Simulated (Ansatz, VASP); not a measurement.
**Two plane-wave programs on WC**

```
CELL_PARAMETERS angstrom
2.88207 0.00000 0.00000
-1.44104 2.49595 0.00000
0.00000 0.00000 2.82387
ATOMIC_POSITIONS crystal
W 0.00000 0.00000 0.00000
C 0.66667 0.33333 0.50000
```

Alike in both runs: task relaxation of cell and atoms; functional LDA; k mesh 18 × 18 × 14; occupations gaussian, width 0.1 eV; no spin polarisation.

|  | VASP | Ansatz |
| --- | --- | --- |
| version | VASP 6.6.1 | Ansatz 0.2.0 |
| potentials or method | VASP PAW LDA potentials, release 64 (W_sv, C), cutoff 600 eV | scalar-relativistic, plane waves, PAW |
| valence electrons in the cell | 18 | 18 |

```csv
,VASP,Ansatz,Ansatz less VASP
"gap on the k mesh at the Fermi level, each at its own relaxed structure (eV)",none,none,-
relaxed volume (Å³/atom),10.19,10.13,-0.059
relaxed cell length with the largest relative difference (Å),2.818,2.813,-0.0056
```

Ansatz warns that its potentials were made for another functional, while VASP's fit it. LDA's correlation is that of Perdew and Zunger in VASP and of Perdew and Wang (1992) in Ansatz. A gap of «none» marks a metal or a gap that the smearing closes.

Neither program's run includes spin-orbit coupling.
